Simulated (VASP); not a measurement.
# PtSe2 (P-3m1) in VASP: a series of runs, part 2 of 2

VASP 6.6.1. Earlier steps stand in the parts before.

### 3 Single point, BLYP+D4, non-collinear spin, zero start, spin-orbit coupling (18.64 Å³/atom)

This run uses another cell than the first one, of 18.64 Å³/atom.

INCAR reads:

```
  AGGAC = 1.0
  AGGAX = 1.0
  ALDAC = 0.0
  ALDAX = 1.0
  ALGO = Normal
  EDIFF = 1E-6
  ENCUT = 520
  GGA = B5
  GGA_COMPAT = False
  ISIF = 2
  ISMEAR = -1
  IVDW = 13
  LASPH = True
  LCHARG = False
  LMAXMIX = 4
  LORBIT = 11
  LORBMOM = True
  LREAL = False
  LSORBIT = True
  LWAVE = False
  MAGMOM = 0 0 0 0 0 0 0 0 0
  NBANDS = 35
  NELM = 150
  PREC = Accurate
  SIGMA = 0.01
  VDW_A1 = 0.44488865
  VDW_A2 = 4.0933009
  VDW_S6 = 1.0
  VDW_S8 = 2.34076671
```

KPOINTS reads:

```
k-points
0
Gamma
  6 6 4
```

POSCAR reads:

```
PtSe2
1.0
    3.6219207888      0.0000000000      0.0000000000
   -1.8109603944      3.1366754136      0.0000000000
    0.0000000000      0.0000000000      4.9232446383
Pt Se
1 2
Direct
    0.0000000000      0.0000000000      0.0000000000
    0.6666666667      0.3333333333      0.7500000000
    0.3333333333      0.6666666667      0.2500000000
```

Potentials or basis: VASP PAW PBE potentials, release 64 (Pt, Se).

Started as:

```sh
$ cat potpaw_PBE.64/Pt/POTCAR potpaw_PBE.64/Se/POTCAR > POTCAR
$ mpirun -np 1 vasp_ncl > vasp.out
```

OUTCAR:

```text
EDIFF = 1E-6
   ENCUT = 520
   GGA = B5
   ISIF = 2
   ISMEAR = -1
   IVDW = 13
   LASPH = True
   LORBIT = 11
   LREAL = False
   LSORBIT = True
   NELM = 150
   PREC = Accurate

 ion  position               nearest neighbor table
   1  0.000  0.000  0.000-   2 2.43   3 2.43   2 2.43   3 2.43   2 2.43   3 2.43
   2  0.667  0.333  0.750-   1 2.43   1 2.43   1 2.43
   3  0.333  0.667  0.250-   1 2.43   1 2.43   1 2.43

  LATTYP: Found a hexagonal cell.
 ALAT       =     3.6219207888
 C/A-ratio  =     1.3592910849

  Lattice vectors:

 A1 = (   3.6219207888,   0.0000000000,   0.0000000000)
 A2 = (  -1.8109603944,   3.1366754136,   0.0000000000)
 A3 = (   0.0000000000,   0.0000000000,   4.9232446383)

Analysis of symmetry for initial positions (statically):
=====================================================================
 Subroutine PRICEL returns:
 Original cell was already a primitive cell.

 Routine SETGRP: Setting up the symmetry group for a
 hexagonal supercell.

 Subroutine GETGRP returns: Found 12 space group operations
 (whereof 12 operations were pure point group operations)
 out of a pool of 24 trial point group operations.

The static configuration has the point symmetry D_3d.

Analysis of symmetry for dynamics (positions and initial velocities):
=====================================================================
 Subroutine PRICEL returns:
 Original cell was already a primitive cell.

 Routine SETGRP: Setting up the symmetry group for a
 hexagonal supercell.

 Subroutine GETGRP returns: Found 12 space group operations
 (whereof 12 operations were pure point group operations)
 out of a pool of 24 trial point group operations.

The dynamic configuration has the point symmetry D_3d.

Analysis of structural, dynamic, and magnetic symmetry:
=====================================================================
 Subroutine PRICEL returns:
 Original cell was already a primitive cell.

 Routine SETGRP: Setting up the symmetry group for a
 hexagonal supercell.

 Subroutine GETGRP returns: Found 12 space group operations
 (whereof 12 operations were pure point group operations)
 out of a pool of 24 trial point group operations.

The overall configuration has the point symmetry D_3d.

 Subroutine INISYM returns: Found 12 space group operations
 (whereof 12 operations are pure point group operations),
 and found     1 'primitive' translations

----------------------------------------------------------------------------------------

                                     Primitive cell

  volume of cell :      55.9319

  direct lattice vectors                    reciprocal lattice vectors
     3.621920789  0.000000000  0.000000000     0.276096596  0.159404444  0.000000000
    -1.810960394  3.136675414  0.000000000     0.000000000  0.318808888  0.000000000
     0.000000000  0.000000000  4.923244638     0.000000000  0.000000000  0.203118080

  length of vectors
     3.621920789  3.621920789  4.923244638     0.318808888  0.318808888  0.203118080

  position of ions in fractional coordinates (direct lattice)
     0.000000000  0.000000000  0.000000000
[... 1028 lines left out ...]
  DFT-D4 for vdW energy calculation

  Edisp (eV):   -3.13857

  FORCE on cell =-STRESS in cart. coord.  units (eV):
  Direction    XX          YY          ZZ          XY          YZ          ZX
  --------------------------------------------------------------------------------------
  -------------------------------------------------------------------------------------
  Total       8.97169     8.97169     6.09721    -0.00000     0.00000    -0.00000
  in kB     256.99500   256.99500   174.65518    -0.00000     0.00000    -0.00000
  external pressure =      229.55 kB  Pullay stress =        0.00 kB

 VOLUME and BASIS-vectors are now :
 -----------------------------------------------------------------------------
  energy-cutoff  :      520.00
  volume of cell :       55.93
      direct lattice vectors                 reciprocal lattice vectors
     3.621920789  0.000000000  0.000000000     0.276096596  0.159404444  0.000000000
    -1.810960394  3.136675414  0.000000000     0.000000000  0.318808888  0.000000000
     0.000000000  0.000000000  4.923244638     0.000000000  0.000000000  0.203118080

 POSITION                                       TOTAL-FORCE (eV/Angst)
 -----------------------------------------------------------------------------------
      0.00000      0.00000      0.00000        -0.000000      0.000000      0.000000
      1.81096      1.04556      3.69243        -0.000000      0.000000     -2.420776
     -0.00000      2.09112      1.23081         0.000000     -0.000000      2.420776
 -----------------------------------------------------------------------------------
    total drift:                               -0.000000     -0.000000     -0.000000

  FREE ENERGIE OF THE ION-ELECTRON SYSTEM (eV)
  ---------------------------------------------------
  free  energy   TOTEN  =       -14.6215377496 eV

  energy  without entropy=      -14.6211259428  energy(sigma->0) =      -14.62133185

 orbital moment (x)

 # of ion     p       d       tot
 ----------------------------------------
  1        -0.000   0.000   0.000
  2        -0.000  -0.000  -0.000
  3        -0.000  -0.000  -0.000
 ----------------------------------------
           -0.000   0.000  -0.000

 orbital moment (y)

 # of ion     p       d       tot
 ----------------------------------------
  1         0.000   0.000   0.000
  2         0.000   0.000   0.000
  3        -0.000   0.000  -0.000
 ----------------------------------------
            0.000   0.000   0.000

 orbital moment (z)

 # of ion     p       d       tot
 ----------------------------------------
  1         0.000   0.000   0.000
  2         0.000   0.000   0.000
  3         0.000   0.000   0.000
 ----------------------------------------
            0.000   0.000   0.000

 Spin-Orbit-Coupling matrix elements

 Ion:    1  E_soc:     -0.7190855
 l=   1
     0.0000000    -0.0376491    -0.0397252
    -0.0376491     0.0000000    -0.0376491
    -0.0397252    -0.0376491     0.0000000
 l=   2
     0.0000000    -0.0177363     0.0000000    -0.0177363    -0.0599379
    -0.0177363     0.0000000    -0.0450708    -0.0234946    -0.0177363
     0.0000000    -0.0450708     0.0000000    -0.0450708     0.0000000
    -0.0177363    -0.0234946    -0.0450708     0.0000000    -0.0177363
    -0.0599379    -0.0177363     0.0000000    -0.0177363     0.0000000
 l=   3
     0.0000000     0.0000000     0.0000000     0.0000000     0.0000000     0.0000000     0.0000000
     0.0000000     0.0000000     0.0000000     0.0000000     0.0000000     0.0000000     0.0000000
     0.0000000     0.0000000     0.0000000     0.0000000     0.0000000     0.0000000     0.0000000
     0.0000000     0.0000000     0.0000000     0.0000000     0.0000000     0.0000000     0.0000000
[... 29 lines left out ...]
 l=   2
     0.0000000    -0.0000008     0.0000000    -0.0000008    -0.0000213
    -0.0000008     0.0000000    -0.0000131    -0.0000041    -0.0000008
     0.0000000    -0.0000131     0.0000000    -0.0000131     0.0000000
    -0.0000008    -0.0000041    -0.0000131     0.0000000    -0.0000008
    -0.0000213    -0.0000008     0.0000000    -0.0000008     0.0000000
 l=   3
     0.0000000     0.0000000     0.0000000     0.0000000     0.0000000     0.0000000     0.0000000
     0.0000000     0.0000000     0.0000000     0.0000000     0.0000000     0.0000000     0.0000000
     0.0000000     0.0000000     0.0000000     0.0000000     0.0000000     0.0000000     0.0000000
     0.0000000     0.0000000     0.0000000     0.0000000     0.0000000     0.0000000     0.0000000
     0.0000000     0.0000000     0.0000000     0.0000000     0.0000000     0.0000000     0.0000000
     0.0000000     0.0000000     0.0000000     0.0000000     0.0000000     0.0000000     0.0000000
     0.0000000     0.0000000     0.0000000     0.0000000     0.0000000     0.0000000     0.0000000

 total charge

# of ion       s       p       d       tot
------------------------------------------
    1        0.743   0.845   8.130   9.718
    2        1.497   2.337   0.088   3.921
    3        1.497   2.337   0.088   3.921
--------------------------------------------------
tot          3.736   5.518   8.305  17.560

 magnetization (x)

# of ion       s       p       d       tot
------------------------------------------
    1        0.000   0.000   0.000   0.000
    2       -0.000   0.000  -0.000  -0.000
    3       -0.000   0.000   0.000  -0.000
--------------------------------------------------
tot         -0.000   0.000  -0.000  -0.000

 magnetization (y)

# of ion       s       p       d       tot
------------------------------------------
    1        0.000  -0.000   0.000  -0.000
    2        0.000  -0.000   0.000  -0.000
    3        0.000  -0.000   0.000  -0.000
--------------------------------------------------
tot          0.000  -0.000   0.000  -0.000

 magnetization (z)

# of ion       s       p       d       tot
------------------------------------------
    1        0.000  -0.000   0.000   0.000
    2        0.000   0.000   0.000   0.000
    3        0.000   0.000   0.000   0.000
--------------------------------------------------
tot          0.000  -0.000   0.000   0.000
```

Run time: 52 s. Hardware: 1 thread of Intel Xeon 6975P-C (Granite Rapids), shared host; peak memory 0.33 GiB.

What came out:

```yaml
Free_energy: -14.6215 eV
Pressure: 23.0 GPa
Largest_force: 2.421 eV/Å
Net_moment: 0.00 μB per cell
Valence_electrons_inside_the_program's_atomic_spheres: Pt 9.72; Se 3.92
Dispersion_energy_per_atom: -1.046 eV
```

Forces on the atoms (eV/Å):
```
Pt   0.000  0.000  0.000
Se   0.000  0.000 -2.421
Se   0.000  0.000  2.421
```

Stress tensor (GPa, compression positive):
```
25.70  0.00  0.00
 0.00 25.70  0.00
 0.00  0.00 17.47
```

Moments on the atoms (μB; x, y, z):
```
Pt  0.00 0.00 0.00
Se  0.00 0.00 0.00
Se  0.00 0.00 0.00
```

Caveat: the cell stands under pressure; the PAW data sets were made with another functional, which shifts forces and pressure a little.

### 4 Single point, r2SCAN50

POSCAR reads:

```
PtSe2
1.0
    3.7240000000      0.0000000000      0.0000000000
   -1.8620000000      3.2250786037      0.0000000000
    0.0000000000      0.0000000000      5.0620000000
Pt Se
1 2
Direct
    0.0000000000      0.0000000000      0.0000000000
    0.6666666667      0.3333333333      0.7500000000
    0.3333333333      0.6666666667      0.2500000000
```

INCAR.step1 reads:

```
SYSTEM = PtSe2
PREC = Accurate
ENCUT = 520
EDIFF = 1E-5
ISMEAR = -1
SIGMA = 0.05
LREAL = .FALSE.
LASPH = .TRUE.
NELM = 100
ALGO = Normal
ISIF = 2
LWAVE = .TRUE.
GGA = PE
NBANDS = 18
```

INCAR.step2 reads:

```
SYSTEM = PtSe2
PREC = Accurate
ENCUT = 520
EDIFF = 1E-7
ISMEAR = -1
SIGMA = 0.05
LREAL = .FALSE.
LASPH = .TRUE.
NELM = 100
ALGO = Normal
ISIF = 2
LWAVE = .FALSE.
LCHARG = .TRUE.
METAGGA = R2SCAN
LHFCALC = .TRUE.
AEXX = 0.5
LMIXTAU = .TRUE.
PRECFOCK = Normal
LELF = .TRUE.
LVHAR = .TRUE.
ISTART = 1
NBANDS = 18
```

KPOINTS reads:

```
Automatic mesh
0
G
  4 4 3
  0 0 0
```

Potentials or basis: VASP PAW PBE potentials, release 64 (Pt, Se).

Started as:

```sh
$ cat potpaw_PBE.64/Pt/POTCAR potpaw_PBE.64/Se/POTCAR > POTCAR
$ cp INCAR.step1 INCAR
$ mpirun -np 1 vasp_std > vasp.out
$ cp INCAR.step2 INCAR
$ mpirun -np 1 vasp_std > vasp.out
```

OUTCAR:

```text
SYSTEM = PtSe2
   PREC = Accurate
   ENCUT = 520
   EDIFF = 1E-7
   ISMEAR = -1
   LREAL = .FALSE.
   LASPH = .TRUE.
   NELM = 100
   ISIF = 2
   METAGGA = R2SCAN
   LHFCALC = .TRUE.
   AEXX = 0.5
   PRECFOCK = Normal
   ISTART = 1

 ion  position               nearest neighbor table
   1  0.000  0.000  0.000-   2 2.49   3 2.49   2 2.49   3 2.49   2 2.49   3 2.49
   2  0.667  0.333  0.750-   1 2.49   1 2.49   1 2.49
[... 376 lines left out ...]
------------------------ aborting loop because EDIFF is reached ----------------------------------------

  FORCE on cell =-STRESS in cart. coord.  units (eV):
  Direction    XX          YY          ZZ          XY          YZ          ZX
  --------------------------------------------------------------------------------------
  -------------------------------------------------------------------------------------
  Total       -1.4946815     -1.4946815     -0.2745364      0.0000000     -0.0000000     -0.0000000
  in kB      -39.3901037    -39.3901037     -7.2349982      0.0000000     -0.0000000     -0.0000000
  external PRESSURE =     -28.6717352 kB  Pullay stress =       0.0000000 kB

 VOLUME and BASIS-vectors are now :
 -----------------------------------------------------------------------------
  energy-cutoff  :      520.00
  volume of cell :       60.80
      direct lattice vectors                 reciprocal lattice vectors
     3.724000000  0.000000000  0.000000000     0.268528464  0.155034981  0.000000000
    -1.862000000  3.225078604  0.000000000     0.000000000  0.310069962  0.000000000
     0.000000000  0.000000000  5.062000000     0.000000000  0.000000000  0.197550375

 POSITION                                       TOTAL-FORCE (eV/Angst)
 -----------------------------------------------------------------------------------
      0.00000      0.00000      0.00000         0.000000      0.000000      0.000000
      1.86200      1.07503      3.79650         0.000000      0.000000      0.476761
     -0.00000      2.15005      1.26550        -0.000000     -0.000000     -0.476761
 -----------------------------------------------------------------------------------
    total drift:                               -0.000000     -0.000000     -0.000005

  FREE ENERGIE OF THE ION-ELECTRON SYSTEM (eV)
  ---------------------------------------------------
  free  energy   TOTEN  =       -58.6168370232 eV

  energy  without entropy=      -58.6168370144  energy(sigma->0) =      -58.61683702
```

OUTCAR.step1:

```text
SYSTEM = PtSe2
   PREC = Accurate
   ENCUT = 520
   EDIFF = 1E-5
   ISMEAR = -1
   LREAL = .FALSE.
[... 397 lines left out ...]
      0.00000      0.00000      0.00000         0.000000      0.000000      0.000000
      1.86200      1.07503      3.79650         0.000000     -0.000000     -0.505262
     -0.00000      2.15005      1.26550        -0.000000      0.000000      0.505262
 -----------------------------------------------------------------------------------
    total drift:                               -0.000000     -0.000000     -0.000000

  FREE ENERGIE OF THE ION-ELECTRON SYSTEM (eV)
  ---------------------------------------------------
  free  energy   TOTEN  =       -14.2457903367 eV

  energy  without entropy=      -14.2386499218  energy(sigma->0) =      -14.24222013
```

Run time: 8.2 min. Hardware: 1 thread of Intel Xeon 6975P-C (Granite Rapids), shared host; peak memory 0.19 GiB.

Results:

```
Free energy            : -58.6168 eV
Pressure               : -2.9 GPa
Largest force          : 0.477 eV/Å
Band gap on the k mesh : 1.68 eV (least direct gap 2.95 eV)
```

Forces on the atoms (eV/Å):
```
Pt   0.000  0.000  0.000
Se   0.000  0.000  0.477
Se   0.000  0.000 -0.477
```

Levels at points of the mesh, in eV from the valence-band top:
| k point | band 7 | band 8 | band 9 | band 10 | band 11 | band 12 | band 13 | band 14 | band 15 | band 16 |
| --- | --- | --- | --- | --- | --- | --- | --- | --- | --- | --- |
| (0.00, 0.00, 0.00) | -6.73 | -4.85 | -1.95 | -1.95 | 0.00 | 3.24 | 3.24 | 5.81 | 6.97 | 10.02 |
| (0.50, 0.00, 0.00) | -6.14 | -5.88 | -5.19 | -5.03 | -4.71 | 2.53 | 4.55 | 7.23 | 8.40 | 9.66 |

Caveat: the k points lie up to 0.49 Å⁻¹ apart; the PAW data sets were made with another functional, which shifts forces and pressure a little; spin-orbit coupling is left out, which moves the levels of the heavy elements; an odd mesh through Γ misses points on the zone boundary, where band edges can lie.

### 5 The runs side by side

| level | spin | cell | k mesh | smearing | grid for exact exchange (PRECFOCK) | share of exact exchange | gap on the mesh (eV) | pressure (GPa) | largest force (eV/Å) |
| --- | --- | --- | --- | --- | --- | --- | --- | --- | --- |
| PBE | off | a = 3.724, b = 3.724, c = 5.062 Å, angles 90.0, 90.0, 120.0°, 3 atoms | 6 × 6 × 4 | fermi-dirac 0.04 eV | - | - | none | 7.3 | 0.58 |
| BLYP+D4 | non-collinear, zero start, SOC | a = 3.622, b = 3.622, c = 4.923 Å, angles 90.0, 90.0, 120.0°, 3 atoms | 6 × 6 × 4 | fermi-dirac 0.01 eV | - | - | - | 23.0 | 2.42 |
| r2SCAN50 | off | a = 3.724, b = 3.724, c = 5.062 Å, angles 90.0, 90.0, 120.0°, 3 atoms | 4 × 4 × 3 | fermi-dirac 0.05 eV | Normal | 0.5 | 1.68 | -2.9 | 0.48 |

Alike in all rows: task single point; potentials or basis VASP PAW PBE potentials, release 64 (Pt, Se); cutoff (eV) 520.

Caveats: some runs use coarse meshes; the cell stands under pressure (at least some runs); spin-orbit coupling is left out, which moves the levels of the heavy elements (at least some runs); the PAW data sets were made with another functional, which shifts forces and pressure a little (at least some runs); an odd mesh through Γ misses points on the zone boundary, where band edges can lie (at least some runs).

Total energies depend on the potentials used, so only differences within one code and one set of settings carry meaning.
